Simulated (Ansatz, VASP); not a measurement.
## KI in VASP and in Ansatz

INCAR

```
ALGO = Normal ; EDIFF = 1E-7
ENCUT = 520 ; GGA = PS
ISIF = 2 ; ISMEAR = 0
ISYM = 0 ; LASPH = T
LCHARG = F ; LREAL = Auto
LWAVE = F ; NBANDS = 78
NELM = 60 ; PREC = Accurate
SIGMA = 0.1
```

File KPOINTS:

```
k-points
0
Gamma
  1 1 1
```

POSCAR

```
KI
1.0
    7.0491000000      0.0000000000      7.0491000000
    7.0491000000      7.0491000000      0.0000000000
    0.0000000000      7.0491000000      7.0491000000
K I
8 8
Direct
    0.0000000000      0.0000000000      0.0000000000
    0.0000000000      0.5000000000      0.0000000000
    0.5000000000      0.0000000000      0.0000000000
    0.5000000000      0.5000000000      0.0000000000
    0.0000000000      0.0000000000      0.5000000000
    0.0000000000      0.5000000000      0.5000000000
    0.5000000000      0.0000000000      0.5000000000
    0.5000000000      0.5000000000      0.5000000000
    0.2500000000      0.2500000000      0.2500000000
    0.2500000000      0.7500000000      0.2500000000
    0.7500000000      0.2500000000      0.2500000000
    0.7500000000      0.7500000000      0.2500000000
    0.2500000000      0.2500000000      0.7500000000
    0.2500000000      0.7500000000      0.7500000000
    0.7500000000      0.2500000000      0.7500000000
    0.7500000000      0.7500000000      0.7500000000
```

Input for Ansatz:

```yaml
crystal:
  lattice:
    - [7.0491, 0.0, 7.0491]
    - [7.0491, 7.0491, 0.0]
    - [0.0, 7.0491, 7.0491]
  atoms:
    - { symbol: K, position: [0.0, 0.0, 0.0] }
    - { symbol: K, position: [0.0, 0.5, 0.0] }
    - { symbol: K, position: [0.5, 0.0, 0.0] }
    - { symbol: K, position: [0.5, 0.5, 0.0] }
    - { symbol: K, position: [0.0, 0.0, 0.5] }
    - { symbol: K, position: [0.0, 0.5, 0.5] }
    - { symbol: K, position: [0.5, 0.0, 0.5] }
    - { symbol: K, position: [0.5, 0.5, 0.5] }
    - { symbol: I, position: [0.25, 0.25, 0.25] }
    - { symbol: I, position: [0.25, 0.75, 0.25] }
    - { symbol: I, position: [0.75, 0.25, 0.25] }
    - { symbol: I, position: [0.75, 0.75, 0.25] }
    - { symbol: I, position: [0.25, 0.25, 0.75] }
    - { symbol: I, position: [0.25, 0.75, 0.75] }
    - { symbol: I, position: [0.75, 0.25, 0.75] }
    - { symbol: I, position: [0.75, 0.75, 0.75] }
  symmetry: { detect: false }
basis:
  ecutwfc: 420
kpoints:
  mp_grid: { grid: [1, 1, 1], shift: [0.0, 0.0, 0.0] }
hamiltonian:
  xc: pbesol
scf:
  occupations: { method: gaussian, width: 0.1 }
output:
  forces: true
  stress: true
  eigenvalues: true
```

Alike in both runs: task single point; functional PBEsol; k mesh 1 × 1 × 1; occupations gaussian, width 0.1 eV; no spin polarisation.

|  | VASP | Ansatz |
| --- | --- | --- |
| version | VASP 6.6.1 | Ansatz 0.2.0 |
| potentials or method | VASP PAW PBE potentials, release 64 (K_sv, I), cutoff 520 eV | scalar-relativistic, plane waves, PAW |
| valence electrons in the cell | 128 | 208 |

|  | VASP | Ansatz | Ansatz less VASP |
| --- | --- | --- | --- |
| gap on the k mesh at the Fermi level (eV) | 3.80 | 3.80 | +0.005 |
| least direct gap on the mesh (eV) | 3.80 | 3.80 | +0.005 |
| pressure (GPa) | 0.5 | 0.5 | -0.02 |

VASP's potentials were made for PBE, not for PBEsol. With one functional, cell and mesh, what is left measures potentials, basis and numerics. VASP's potentials hold 128 valence electrons a cell and Ansatz's 208, so a difference there can come from the potentials and not from the codes.

The k mesh is coarse, so the values compare programs but aren't converged. Spin-orbit coupling is off throughout.
